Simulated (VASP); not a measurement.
# As (R-3m) in VASP: further runs

As is run at these levels: BLYP+D3(BJ), PBE; tasks: single point.

All numbers are computed with VASP 6.6.1; they aren't measurements. Logs are shortened: lines on timing, memory, paths and dates and some standing lists are left out, and cuts for length are marked.

### 1 The cell of the first run

It takes space group R-3m (No. 166, trigonal). Conventional cell: a = 3.799 Å, b = 3.799 Å, c = 10.325 Å, α = 90.00°, β = 90.00°, γ = 120.00°. Within 3.4 Å of As (site symmetry 3m) lie 6 As at 2.54 to 3.08 Å.

### 2 Single point, BLYP+D3(BJ)

Input file INCAR:

```
SYSTEM = As
  PREC = Accurate
  ENCUT = 520
  EDIFF = 1E-6
  ISMEAR = -1
  SIGMA = 0.05
  LREAL = .False.
  LASPH = .True.
  NELM = 100
  ALGO = Normal
  ISIF = 2
  LWAVE = .False.
  LCHARG = .False.
  GGA = B5
  ALDAX = 1.0
  AGGAX = 1.0
  AGGAC = 1.0
  ALDAC = 0.0
  IVDW = 12
  VDW_S6 = 1.0
  VDW_S8 = 2.6996
  VDW_A1 = 0.4298
  VDW_A2 = 4.2359
  NBANDS = 12
```

Input file KPOINTS:

```
regular mesh
0
Gamma
  9 9 9
  0 0 0
```

Input file POSCAR:

```
As
1.0
    1.8996256651      1.0967493891      3.4415044696
   -1.8996256651      1.0967493891      3.4415044696
    0.0000000000     -2.1934987783      3.4415044696
As
2
Direct
    0.2287838823      0.2287838823      0.2287838823
    0.7712161177      0.7712161177      0.7712161177
```

Potentials or basis: VASP PAW PBE potentials, release 64 (As).

On the command line:

```sh
> cat potpaw_PBE.64/As/POTCAR > POTCAR
> mpirun -np 1 vasp_std > vasp.out
```

OUTCAR:

```text
SYSTEM = As
   PREC = Accurate
   ENCUT = 520
   EDIFF = 1E-6
   ISMEAR = -1
   LREAL = .False.
   LASPH = .True.
   NELM = 100
   ISIF = 2
   GGA = B5
   IVDW = 12
 IVDW          = 12

 ion  position               nearest neighbor table
   1  0.229  0.229  0.229-   2 2.54   2 2.54   2 2.54
   2  0.771  0.771  0.771-   1 2.54   1 2.54   1 2.54

  LATTYP: Found a trigonal (rhomboedric) cell.
 ALAT       =     4.0811015553
 COS(alpha) =     0.5666774914

  Lattice vectors:

 A1 = (   1.8996256651,   1.0967493891,   3.4415044696)
 A2 = (  -1.8996256651,   1.0967493891,   3.4415044696)
 A3 = (   0.0000000000,  -2.1934987783,   3.4415044696)

Analysis of symmetry for initial positions (statically):
=====================================================================
 Subroutine PRICEL returns:
 Original cell was already a primitive cell.

 Routine SETGRP: Setting up the symmetry group for a
 trigonal (rhombohedral) supercell.

 Subroutine GETGRP returns: Found 12 space group operations
 (whereof 12 operations were pure point group operations)
 out of a pool of 12 trial point group operations.

The static configuration has the point symmetry D_3d.

Analysis of symmetry for dynamics (positions and initial velocities):
=====================================================================
 Subroutine PRICEL returns:
 Original cell was already a primitive cell.

 Routine SETGRP: Setting up the symmetry group for a
 trigonal (rhombohedral) supercell.

 Subroutine GETGRP returns: Found 12 space group operations
 (whereof 12 operations were pure point group operations)
 out of a pool of 12 trial point group operations.

The dynamic configuration has the point symmetry D_3d.

 Subroutine INISYM returns: Found 12 space group operations
 (whereof 12 operations are pure point group operations),
 and found     1 'primitive' translations

----------------------------------------------------------------------------------------

                                     Primitive cell

  volume of cell :      43.0205

  direct lattice vectors                    reciprocal lattice vectors
     1.899625665  1.096749389  3.441504470     0.263209752  0.151964221  0.096856865
    -1.899625665  1.096749389  3.441504470    -0.263209752  0.151964221  0.096856865
     0.000000000 -2.193498778  3.441504470     0.000000000 -0.303928442  0.096856865

  length of vectors
     4.081101555  4.081101555  4.081101555     0.318988637  0.318988637  0.318988637

  position of ions in fractional coordinates (direct lattice)
     0.228783882  0.228783882  0.228783882
     0.771216118  0.771216118  0.771216118

  ion indices of the primitive-cell ions
   primitive index   ion index
                 1           1
                 2           2

----------------------------------------------------------------------------------------

 KPOINTS: regular mesh

Automatic generation of k-mesh.
 Grid dimensions read from file:
 generate k-points for:    9    9    9

 Generating k-lattice:

  Cartesian coordinates                     Fractional coordinates (reciprocal lattice)
     0.029245528  0.016884913  0.010761874     0.111111111  0.000000000  0.000000000
    -0.029245528  0.016884913  0.010761874     0.000000000  0.111111111  0.000000000
     0.000000000 -0.033769827  0.010761874     0.000000000  0.000000000  0.111111111

  Length of vectors
     0.035443182  0.035443182  0.035443182

  Shift w.r.t. Gamma in fractional coordinates (k-lattice)
     0.000000000  0.000000000  0.000000000

 Subroutine IBZKPT returns following result:
 ===========================================

 Found     85 irreducible k-points:

 Following reciprocal coordinates:
            Coordinates               Weight
  0.000000  0.000000  0.000000      1.000000
  0.111111 -0.000000 -0.000000      6.000000
  0.222222  0.000000 -0.000000      6.000000
  0.333333 -0.000000  0.000000      6.000000
  0.444444  0.000000 -0.000000      6.000000
  0.111111  0.111111 -0.000000      6.000000
[... 16 lines left out ...]
 -0.333333  0.333333  0.000000      6.000000
  0.444444  0.444444 -0.000000      6.000000
 [... further k-points ...]
   k-points           NKPTS =     85   k-points in BZ     NKDIM =     85   number of bands    NBANDS=     12
   number of dos      NEDOS =    301   number of ions     NIONS =      2
   total plane-waves  NPLWV =  27000
   dimension x,y,z NGX =    30 NGY =   30 NGZ =   30
   dimension x,y,z NGXF=    60 NGYF=   60 NGZF=   60
   ions per type =               2
   NGX,Y,Z   is equivalent  to a cutoff of  12.22, 12.22, 12.22 a.u.
   NGXF,Y,Z  is equivalent  to a cutoff of  24.44, 24.44, 24.44 a.u.
 SYSTEM =  As
   PREC   = accura    normal or accurate (medium, high low for compatibility)
   ISTART =      0    job   : 0-new  1-cont  2-samecut
   ICHARG =      2    charge: 1-file 2-atom 10-const
   ISPIN  =      1    spin polarized calculation?
   LNONCOLLINEAR =      F non collinear calculations
   LSORBIT =      F    spin-orbit coupling
   LASPH  =      T    aspherical Exc in radial PAW
   ENCUT  =  520.0 eV  38.22 Ry    6.18 a.u.   7.59  7.59  7.59*2*pi/ulx,y,z
   NELM   =    100;   NELMIN=  2; NELMDL= -5     # of ELM steps
   EDIFF  = 0.1E-05   stopping-criterion for ELM
   LREAL  =      F    real-space projection
   EDIFFG = 0.1E-04   stopping-criterion for IOM
   NSW    =      0    number of steps for IOM
   IBRION =     -1    ionic relax: 0-MD 1-quasi-New 2-CG
   NFREE  =      0    steps in history (QN), initial steepest desc. (CG)
   ISIF   =      2    stress and relaxation
   ISYM   =      2    0-nonsym 1-usesym 2-fastsym
   POTIM  = 0.5000    time-step for ionic-motion
   TEBEG  =    0.0;   TEEND  =   0.0 temperature during run
   PSTRESS=    0.0 pullay stress
   NELECT =      10.0000    total number of electrons
   NUPDOWN=      -1.0000    fix difference up-down
   EMIN   =  10.00;   EMAX   =-10.00  energy-range for DOS
   EFERMI =   0.00;   METHOD = LEGACY
   ISMEAR =    -1;   SIGMA  =   0.05  broadening in eV -4-tet -1-fermi 0-gaus
   EFERMI_NEDOS =   21; number of points for ismear=-14 and -15
   IALGO  =     38    algorithm
   IMIX   =      4    mixing-type and parameters
     AMIX     =   0.40;   BMIX     =  1.00
     AMIX_MAG =   1.60;   BMIX_MAG =  1.00
  volume/ion in A,a.u.               =      21.51       145.16
  Fermi-wavevector in a.u.,A,eV,Ry     =   1.006584  1.902167 13.785565  1.013210
  Thomas-Fermi vector in A             =   2.139335
   LORBIT       =      0    0 simple, 1 ext, 2 COOP (PROOUT), +10 PAW based schemes
   GGA     = B5    functional components
   LHFCALC =     F    Hartree Fock is set to
   AEXX    =    0.0000 exact exchange contribution
   IVDW    =    12    specifies the selected vdW correction
   LEPSILON=     F    determine dielectric tensor
   LRPA    =     F    only Hartree local field effects (RPA)
 non-spin polarized calculation
  energy-cutoff  :      520.00
  volume of cell :       43.02
 maximum number of plane-waves:      1172
   NGX = 15   NGY = 15   NGZ = 15

 number of electron      10.0000000 magnetization

 Free energy of the ion-electron system (eV)
  ---------------------------------------------------
  ext. energy  EPLUGINS =         0.00000000
  ---------------------------------------------------
  free energy    TOTEN  =        -7.85611937 eV

  energy without entropy =       -7.85486756  energy(sigma->0) =       -7.85549346

 E-fermi :   5.8721     XC(G=0):  -9.3165

 val. band max:        5.8106421765   @ k =   0.4444   0.3333   0.3333
 cond. band min:       5.9118922664   @ k =   0.4444   0.0000  -0.0000
 fundamental gap:      0.1012500898
 Fermi energy:         5.8721449654

 k-point     1 :       0.0000    0.0000    0.0000
  band No.  band energies     occupation
      1      -9.0512      2.00000
      2      -0.0359      2.00000
      3       3.4988      2.00000
      4       3.8304      2.00000
      5       3.8304      2.00000
      6       7.8352      0.00000
      7       8.8605      0.00000
      8       8.8605      0.00000
      9      12.7403      0.00000
     10      12.7403      0.00000
     11      13.1315      0.00000
     12      14.6454      0.00000

 k-point     2 :       0.1111   -0.0000   -0.0000
  band No.  band energies     occupation
      1      -8.8896      2.00000
      2      -0.6147      2.00000
      3       3.5140      2.00000
      4       3.7436      2.00000
      5       3.9210      2.00000
      6       7.9479      0.00000
      7       8.5372      0.00000
      8       8.6422      0.00000
      9      12.0351      0.00000
     10      12.6447      0.00000
     11      12.6945      0.00000
     12      15.6647      0.00000

 k-point     3 :       0.2222    0.0000   -0.0000
  band No.  band energies     occupation
      1      -8.4098      2.00000
      2      -1.9471      2.00000
      3       3.3728      2.00000
      4       3.5508      2.00000
      5       4.3362      2.00000
      6       7.4427      0.00000
      7       7.9423      0.00000
      8       8.0475      0.00000
      9      12.0793      0.00000
     10      12.6998      0.00000
     11      13.3908      0.00000
     12      17.7491      0.00000
[... 286 lines left out ...]
 k-point    23 :      -0.3333    0.3333    0.0000
  band No.  band energies     occupation
      1      -5.4802      2.00000
      2      -5.3141      2.00000
      3       0.0708      2.00000
      4       2.7041      2.00000
      5       2.8115      2.00000
      6       8.4654      0.00000
      7       8.5832      0.00000
      8      11.7228      0.00000
      9      12.5850      0.00000
     10      14.1158      0.00000
     11      16.1140      0.00000
     12      18.6815      0.00000

 k-point    24 :       0.4444    0.4444   -0.0000
  band No.  band energies     occupation
      1      -6.5114      2.00000
      2      -3.6062      2.00000
      3       0.0257      2.00000
      4       1.7985      2.00000
      5       1.8138      2.00000
      6       7.7786      0.00000
      7      11.1917      0.00000
      8      12.4968      0.00000
      9      12.6601      0.00000
     10      16.4634      0.00000
     11      17.8022      0.00000
     12      19.1949      0.00000

 [... further k-points ...]

------------------------ aborting loop because EDIFF is reached ----------------------------------------

 Edisp (eV)   -1.89626

 E8    (eV) :    -1.3765

  FORCE on cell =-STRESS in cart. coord.  units (eV):
  Direction    XX          YY          ZZ          XY          YZ          ZX
  --------------------------------------------------------------------------------------
  -------------------------------------------------------------------------------------
  Total       0.14947     0.14947     0.09884     0.00000    -0.00000     0.00000
  in kB       5.56641     5.56641     3.68118     0.00000    -0.00000     0.00000
  external pressure =        4.94 kB  Pullay stress =        0.00 kB

 VOLUME and BASIS-vectors are now :
 -----------------------------------------------------------------------------
  energy-cutoff  :      520.00
  volume of cell :       43.02
      direct lattice vectors                 reciprocal lattice vectors
     1.899625665  1.096749389  3.441504470     0.263209752  0.151964221  0.096856865
    -1.899625665  1.096749389  3.441504470    -0.263209752  0.151964221  0.096856865
     0.000000000 -2.193498778  3.441504470     0.000000000 -0.303928442  0.096856865

 POSITION                                       TOTAL-FORCE (eV/Angst)
 -----------------------------------------------------------------------------------
      0.00000     -0.00000      2.36208         0.000000     -0.000000      0.065369
      0.00000     -0.00000      7.96243         0.000000      0.000000     -0.065369
 -----------------------------------------------------------------------------------
    total drift:                               -0.000000      0.000000     -0.000000

  FREE ENERGIE OF THE ION-ELECTRON SYSTEM (eV)
  ---------------------------------------------------
  free  energy   TOTEN  =        -9.7523750426 eV

  energy  without entropy=       -9.7511232307  energy(sigma->0) =       -9.75174914
```

It took 42 s on 1 thread of Intel Xeon Platinum 8259CL at 2.50GHz (Skylake/Cascade Lake), shared host; peak memory 0.19 GiB.

What came out:

- Free energy: -9.7524 eV
- Pressure: 0.5 GPa
- Largest force: 0.065 eV/Å
- Band gap on the k mesh: 0.10 eV, indirect (least direct gap 0.61 eV)
- Dispersion energy per atom: -0.948 eV

Forces on the atoms (eV/Å):
```
As   0.000  0.000  0.065
As   0.000  0.000 -0.065
```

Stress tensor (GPa, compression positive):
```
0.56 0.00 0.00
0.00 0.56 0.00
0.00 0.00 0.37
```

Levels at points of the mesh, in eV from the valence-band top:
| k point | band 1 | band 2 | band 3 | band 4 | band 5 | band 6 | band 7 | band 8 | band 9 | band 10 |
| --- | --- | --- | --- | --- | --- | --- | --- | --- | --- | --- |
| (0.00, 0.00, 0.00) | -14.86 | -5.85 | -2.31 | -1.98 | -1.98 | 2.02 | 3.05 | 3.05 | 6.93 | 6.93 |

Caveat: the PAW data sets were made with another functional, which shifts forces and pressure a little.

(Part 1 of 2 ends here.)
